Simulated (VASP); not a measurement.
# CuSbF6 (P4/mmm) in VASP: single point with r2SCAN+rVV10

Aim: the single point of CuSbF6 with r2SCAN+rVV10.

Program: VASP 6.6.1. These are calculated values, not measurements. Logs are shortened: lines on timing, memory, paths and dates and some standing lists are left out, and cuts for length are marked.

## Step 1: The cell of the first run

Symmetry: P4/mmm, No. 123, tetragonal system. Conventional cell: a = 3.453 Å, b = 3.453 Å, c = 6.577 Å, α = 90.00°, β = 90.00°, γ = 90.00°. Cu (site symmetry 4/mmm) has 14 F at 2.44 to 3.29 Å within 3.3 Å. F (site symmetry 4/mmm) has 8 F at 2.25 Å and 4 Sb at 2.44 Å within 3.0 Å. Within 3.3 Å of F (site symmetry 4/mmm) lie 4 Cu at 2.44 Å and 8 F at 2.53 Å and 2 Sb at 3.29 Å. F (site symmetry 2mm) has 9 F at 2.25 to 2.89 Å and 2 Sb at 2.25 Å and 2 Cu at 2.53 Å within 3.0 Å. Within 3.0 Å of Sb (site symmetry 4/mmm) lie 12 F at 2.25 to 2.44 Å.

## Step 2: Single point, r2SCAN+rVV10

POSCAR reads:

```
CuSbF6
1.0
    3.4525746043      0.0000000000      0.0000000000
    0.0000000000      3.4525746043      0.0000000000
    0.0000000000      0.0000000000      6.5768353111
Cu F Sb
1 6 1
Direct
    0.5000000000      0.5000000000      0.5000000000
    0.5000000000      0.5000000000      0.0000000000
    0.0000000000      0.0000000000      0.5000000000
    0.0000000000      0.5000000000      0.2195738120
    0.5000000000      0.0000000000      0.7804261880
    0.5000000000      0.0000000000      0.2195738120
    0.0000000000      0.5000000000      0.7804261880
    0.0000000000      0.0000000000      0.0000000000
```

INCAR.step1 reads:

```
PREC     = Accurate       # precision mode
ENCUT    = 900            # plane-wave cutoff, eV
ISMEAR   = -1             # smearing method
SIGMA    = 0.03           # smearing width, eV
LREAL    = F              # projectors in reciprocal space
LASPH    = T              # aspherical terms in the spheres
NELM     = 120            # most SCF steps
NBANDS   = 48             # bands
GGA      = PE             # functional
ALGO     = Normal         # electronic algorithm
EDIFF    = 1E-5           # SCF threshold, eV
LWAVE    = T              # write WAVECAR
LCHARG   = F              # write CHGCAR
GGA_COMPAT= F
```

INCAR.step2 reads:

```
PREC     = Accurate       # precision mode
ENCUT    = 900            # plane-wave cutoff, eV
EDIFF    = 1E-6           # SCF threshold, eV
ISMEAR   = -1             # smearing method
SIGMA    = 0.03           # smearing width, eV
LREAL    = F              # projectors in reciprocal space
LASPH    = T              # aspherical terms in the spheres
NELM     = 120            # most SCF steps
ALGO     = Normal         # electronic algorithm
ISIF     = 2              # what is computed and relaxed
LWAVE    = F              # write WAVECAR
LCHARG   = F              # write CHGCAR
METAGGA  = R2SCAN         # meta-GGA
LMIXTAU  = T            
LUSE_VDW = T            
IVDW_NL  = 2            
BPARAM   = 11.95        
CPARAM   = 0.0093       
NBANDS   = 48             # bands
ISTART   = 1            
GGA_COMPAT= F
```

KPOINTS reads:

```
Automatic mesh
0
Gamma
  6 6 4
```

Potentials or basis: VASP PAW PBE potentials, release 64 (Cu_sv_GW, F, Sb_d_GW).

Command:

```sh
> cat potpaw_PBE.64/Cu_sv_GW/POTCAR potpaw_PBE.64/F/POTCAR potpaw_PBE.64/Sb_d_GW/POTCAR > POTCAR
> cp INCAR.step1 INCAR
> mpirun -np 1 vasp_std > vasp.out
> cp INCAR.step2 INCAR
> mpirun -np 1 vasp_std > vasp.out
```

OUTCAR:

```text
PREC = Accurate
   ENCUT = 900
   EDIFF = 1E-6
   ISMEAR = -1
   LREAL = F
   LASPH = T
   NELM = 120
   ISIF = 2
   METAGGA = R2SCAN
   IVDW_NL = 2
   BPARAM = 11.95
   ISTART = 1

 ion  position               nearest neighbor table
   1  0.500  0.500  0.500-
   2  0.500  0.500  0.000-   8 2.44   8 2.44   8 2.44   8 2.44
   3  0.000  0.000  0.500-
   4  0.000  0.500  0.220-   8 2.25   8 2.25
   5  0.500  0.000  0.780-   8 2.25   8 2.25
   6  0.500  0.000  0.220-   8 2.25   8 2.25
   7  0.000  0.500  0.780-   8 2.25   8 2.25
   8  0.000  0.000  0.000-   4 2.25   5 2.25   6 2.25   7 2.25   4 2.25   7 2.25   5 2.25   6 2.25
                             2 2.44   2 2.44   2 2.44   2 2.44

  LATTYP: Found a simple tetragonal cell.
 ALAT       =     3.4525746043
 C/A-ratio  =     1.9049075154

  Lattice vectors:

 A1 = (   3.4525746043,   0.0000000000,   0.0000000000)
 A2 = (   0.0000000000,   3.4525746043,   0.0000000000)
 A3 = (   0.0000000000,   0.0000000000,   6.5768353111)

Analysis of symmetry for initial positions (statically):
=====================================================================
 Subroutine PRICEL returns:
 Original cell was already a primitive cell.

 Routine SETGRP: Setting up the symmetry group for a
 simple tetragonal supercell.

 Subroutine GETGRP returns: Found 16 space group operations
 (whereof 16 operations were pure point group operations)
 out of a pool of 16 trial point group operations.

The static configuration has the point symmetry D_4h.

Analysis of symmetry for dynamics (positions and initial velocities):
=====================================================================
 Subroutine PRICEL returns:
 Original cell was already a primitive cell.

 Routine SETGRP: Setting up the symmetry group for a
 simple tetragonal supercell.

 Subroutine GETGRP returns: Found 16 space group operations
 (whereof 16 operations were pure point group operations)
 out of a pool of 16 trial point group operations.

The dynamic configuration has the point symmetry D_4h.

 Subroutine INISYM returns: Found 16 space group operations
 (whereof 16 operations are pure point group operations),
 and found     1 'primitive' translations

----------------------------------------------------------------------------------------

                                     Primitive cell

  volume of cell :      78.3977

  direct lattice vectors                    reciprocal lattice vectors
     3.452574604  0.000000000  0.000000000     0.289638926  0.000000000  0.000000000
     0.000000000  3.452574604  0.000000000     0.000000000  0.289638926  0.000000000
     0.000000000  0.000000000  6.576835311     0.000000000  0.000000000  0.152048813

  length of vectors
     3.452574604  3.452574604  6.576835311     0.289638926  0.289638926  0.152048813

  position of ions in fractional coordinates (direct lattice)
     0.500000000  0.500000000  0.500000000
     0.500000000  0.500000000  0.000000000
     0.000000000  0.000000000  0.500000000
     0.000000000  0.500000000  0.219573812
     0.500000000  0.000000000  0.780426188
     0.500000000  0.000000000  0.219573812
     0.000000000  0.500000000  0.780426188
     0.000000000  0.000000000  0.000000000

  ion indices of the primitive-cell ions
   primitive index   ion index
                 1           1
                 2           2
                 3           3
                 4           4
                 5           5
                 6           6
                 7           7
                 8           8

----------------------------------------------------------------------------------------

 KPOINTS: Automatic mesh

Automatic generation of k-mesh.
 Grid dimensions read from file:
 generate k-points for:    6    6    4

 Generating k-lattice:

  Cartesian coordinates                     Fractional coordinates (reciprocal lattice)
     0.048273154  0.000000000  0.000000000     0.166666667  0.000000000  0.000000000
     0.000000000  0.048273154  0.000000000     0.000000000  0.166666667  0.000000000
     0.000000000  0.000000000  0.038012203     0.000000000  0.000000000  0.250000000

  Length of vectors
     0.048273154  0.048273154  0.038012203

  Shift w.r.t. Gamma in fractional coordinates (k-lattice)
     0.000000000  0.000000000  0.000000000

 Subroutine IBZKPT returns following result:
 ===========================================

 Found     30 irreducible k-points:

 Following reciprocal coordinates:
            Coordinates               Weight
  0.000000  0.000000  0.000000      1.000000
  0.166667  0.000000  0.000000      4.000000
  0.333333  0.000000  0.000000      4.000000
  0.500000  0.000000  0.000000      2.000000
  0.166667  0.166667  0.000000      4.000000
  0.333333  0.166667  0.000000      8.000000
[... 16 lines left out ...]
  0.333333  0.000000  0.500000      4.000000
  0.500000  0.000000  0.500000      2.000000
 [... further k-points ...]
   k-points           NKPTS =     30   k-points in BZ     NKDIM =     30   number of bands    NBANDS=     48
   number of dos      NEDOS =    301   number of ions     NIONS =      8
   total plane-waves  NPLWV =  82944
   dimension x,y,z NGX =    36 NGY =   36 NGZ =   64
   dimension x,y,z NGXF=    72 NGYF=   72 NGZF=  128
   ions per type =               1   6   1
   NGX,Y,Z   is equivalent  to a cutoff of  17.33, 17.33, 16.18 a.u.
   NGXF,Y,Z  is equivalent  to a cutoff of  34.67, 34.67, 32.36 a.u.
 SYSTEM =  unknown system
   PREC   = accura    normal or accurate (medium, high low for compatibility)
   ISTART =      1    job   : 0-new  1-cont  2-samecut
   ICHARG =      0    charge: 1-file 2-atom 10-const
   ISPIN  =      1    spin polarized calculation?
   LNONCOLLINEAR =      F non collinear calculations
   LSORBIT =      F    spin-orbit coupling
   LASPH  =      T    aspherical Exc in radial PAW
   ENCUT  =  900.0 eV  66.15 Ry    8.13 a.u.   8.45  8.45 16.09*2*pi/ulx,y,z
   NELM   =    120;   NELMIN=  2; NELMDL=  0     # of ELM steps
   EDIFF  = 0.1E-05   stopping-criterion for ELM
   LREAL  =      F    real-space projection
[... 7 lines left out ...]
   TEBEG  =    0.0;   TEEND  =   0.0 temperature during run
   PSTRESS=    0.0 pullay stress
   NELECT =      76.0000    total number of electrons
   NUPDOWN=      -1.0000    fix difference up-down
   EMIN   =  10.00;   EMAX   =-10.00  energy-range for DOS
   EFERMI =   0.00;   METHOD = LEGACY
   ISMEAR =    -1;   SIGMA  =   0.03  broadening in eV -4-tet -1-fermi 0-gaus
   EFERMI_NEDOS =   21; number of points for ismear=-14 and -15
   IALGO  =     38    algorithm
   IMIX   =      4    mixing-type and parameters
     AMIX     =   0.40;   BMIX     =  1.00
     AMIX_MAG =   1.60;   BMIX_MAG =  1.00
  volume/ion in A,a.u.               =       9.80        66.13
  Fermi-wavevector in a.u.,A,eV,Ry     =   1.620236  3.061802 35.717542  2.625165
  Thomas-Fermi vector in A             =   2.714208
   LORBIT       =      0    0 simple, 1 ext, 2 COOP (PROOUT), +10 PAW based schemes
   METAGGA = R2SCAN    functional components
   LHFCALC =     F    Hartree Fock is set to
   AEXX    =    0.0000 exact exchange contribution
   IVDW_NL    =     2    kernel type
   BPARAM     =11.9500
   IVDW    =     0    specifies the selected vdW correction
   LEPSILON=     F    determine dielectric tensor
   LRPA    =     F    only Hartree local field effects (RPA)
 non-spin polarized calculation
  energy-cutoff  :      900.00
  volume of cell :       78.40
 maximum number of plane-waves:      4830
 NGX is ok and might be reduce to    36
   NGX = 17   NGY = 17   NGZ = 33

 number of electron      76.0000012 magnetization

 Free energy of the ion-electron system (eV)
  ---------------------------------------------------
  ext. energy  EPLUGINS =         0.00000000
  ---------------------------------------------------
  free energy    TOTEN  =       -64.14619067 eV

  energy without entropy =      -64.11539526  energy(sigma->0) =      -64.13079297

 E-fermi :   3.2047     XC(G=0): -12.5519

 val. band max:        3.2046154419   @ k =   0.3333   0.0000   0.0000
 cond. band min:       3.2089810558   @ k =   0.1667   0.1667   0.2500
 fundamental gap:      0.0043656138
 Fermi energy:         3.2047346506

 k-point     1 :       0.0000    0.0000    0.0000
  band No.  band energies     occupation
      1    -111.2551      2.00000
      2     -67.2205      2.00000
      3     -67.2205      2.00000
      4     -66.9200      2.00000
      5     -27.6315      2.00000
      6     -27.5169      2.00000
[... 40 lines left out ...]
     47      18.2881      0.00000
     48      18.2881      0.00000

 k-point     2 :       0.1667    0.0000    0.0000
  band No.  band energies     occupation
      1    -111.2551      2.00000
      2     -67.2207      2.00000
      3     -67.2205      2.00000
      4     -66.9200      2.00000
      5     -27.6161      2.00000
      6     -27.5156      2.00000
[... 40 lines left out ...]
     47      17.9846      0.00000
     48      18.6306      0.00000

 k-point     3 :       0.3333    0.0000    0.0000
  band No.  band energies     occupation
      1    -111.2551      2.00000
      2     -67.2211      2.00000
      3     -67.2204      2.00000
      4     -66.9200      2.00000
      5     -27.5871      2.00000
      6     -27.5574      2.00000
[... 40 lines left out ...]
     47      17.8647      0.00000
     48      19.9536      0.00000

 k-point     4 :       0.5000    0.0000    0.0000
  band No.  band energies     occupation
      1    -111.2551      2.00000
      2     -67.2213      2.00000
      3     -67.2204      2.00000
      4     -66.9200      2.00000
      5     -27.5779      2.00000
      6     -27.5737      2.00000
[... 958 lines left out ...]
     47      17.8915      0.00000
     48      18.3170      0.00000

 k-point    23 :       0.3333    0.0000    0.5000
  band No.  band energies     occupation
      1    -111.2551      2.00000
      2     -67.2211      2.00000
      3     -67.2204      2.00000
      4     -66.9200      2.00000
      5     -27.5871      2.00000
      6     -27.5574      2.00000
[... 40 lines left out ...]
     47      18.4686      0.00000
     48      19.6630      0.00000

 k-point    24 :       0.5000    0.0000    0.5000
  band No.  band energies     occupation
      1    -111.2551      2.00000
      2     -67.2213      2.00000
      3     -67.2204      2.00000
      4     -66.9200      2.00000
      5     -27.5780      2.00000
      6     -27.5737      2.00000
[... 40 lines left out ...]
     47      19.1135      0.00000
     48      20.9600      0.00000

 [... further k-points ...]
[... 5 lines left out ...]
  --------------------------------------------------------------------------------------
  -------------------------------------------------------------------------------------
  Total        0.1267632      0.1267632      0.0696958      0.0000000      0.0000000      0.0000000
  in kB        2.5906015      2.5906015      1.4243423      0.0000000      0.0000000      0.0000000
  external PRESSURE =       2.2018485 kB  Pullay stress =       0.0000000 kB

 VOLUME and BASIS-vectors are now :
 -----------------------------------------------------------------------------
  energy-cutoff  :      900.00
  volume of cell :       78.40
      direct lattice vectors                 reciprocal lattice vectors
     3.452574604  0.000000000  0.000000000     0.289638926  0.000000000  0.000000000
     0.000000000  3.452574604  0.000000000     0.000000000  0.289638926  0.000000000
     0.000000000  0.000000000  6.576835311     0.000000000  0.000000000  0.152048813

 POSITION                                       TOTAL-FORCE (eV/Angst)
 -----------------------------------------------------------------------------------
      1.72629      1.72629      3.28842         0.000000      0.000000      0.000000
      1.72629      1.72629      0.00000         0.000000      0.000000      0.000000
      0.00000      0.00000      3.28842         0.000000      0.000000      0.000000
      0.00000      1.72629      1.44410         0.000000      0.000000      0.060525
      1.72629      0.00000      5.13273        -0.000000      0.000000     -0.060525
      1.72629      0.00000      1.44410         0.000000      0.000000      0.060525
      0.00000      1.72629      5.13273         0.000000     -0.000000     -0.060525
      0.00000      0.00000      0.00000         0.000000      0.000000      0.000000
 -----------------------------------------------------------------------------------
    total drift:                                0.000000      0.000000      0.000000

  FREE ENERGIE OF THE ION-ELECTRON SYSTEM (eV)
  ---------------------------------------------------
  free  energy   TOTEN  =       -64.1461906729 eV

  energy  without entropy=      -64.1153952574  energy(sigma->0) =      -64.13079297
```

Wall time 32 min (1 thread of Intel Xeon Platinum 8259CL at 2.50GHz (Skylake/Cascade Lake), shared host); peak memory 0.79 GiB.

What came out:

```
Free energy            : -64.1462 eV
Pressure               : 0.2 GPa
Largest force          : 0.061 eV/Å
Band gap on the k mesh : zero (bands 38 and 39 overlap by 0.56 eV)
```

Forces on the atoms (eV/Å):
```
Cu   0.000  0.000  0.000
F    0.000  0.000  0.000
F    0.000  0.000  0.000
F    0.000  0.000  0.061
F    0.000  0.000 -0.061
F    0.000  0.000  0.061
F    0.000  0.000 -0.061
Sb   0.000  0.000  0.000
```

Stress tensor (GPa, compression positive):
```
0.26 0.00 0.00
0.00 0.26 0.00
0.00 0.00 0.14
```

Levels at points of the mesh, in eV from the Fermi level:
| k point | band 35 | band 36 | band 37 | band 38 | band 39 | band 40 | band 41 | band 42 |
| --- | --- | --- | --- | --- | --- | --- | --- | --- |
| (0.00, 0.00, 0.00) | -0.87 | -0.64 | -0.55 | -0.38 | -0.38 | 4.53 | 5.32 | 8.15 |
| (0.50, 0.00, 0.00) | -0.38 | -0.32 | -0.09 | 0.17 | 0.55 | 5.53 | 6.66 | 6.90 |
| (0.50, 0.50, 0.00) | -0.60 | -0.37 | -0.37 | -0.33 | -0.28 | 5.99 | 7.18 | 7.18 |
| (0.00, 0.00, 0.50) | -0.64 | -0.53 | -0.30 | -0.30 | -0.17 | 3.87 | 5.62 | 8.15 |
| (0.50, 0.00, 0.50) | -0.31 | -0.29 | -0.06 | 0.18 | 0.61 | 5.69 | 6.63 | 6.68 |
| (0.50, 0.50, 0.50) | -0.59 | -0.34 | -0.34 | -0.29 | 0.06 | 6.05 | 7.28 | 7.28 |

Caveat: the PAW data sets were made with another functional, which shifts forces and pressure a little; spin-orbit coupling is left out, which moves the levels of the heavy elements. With open d or f shells a metallic result of r2SCAN can be an artefact of self-interaction; +U or a hybrid may open a gap.
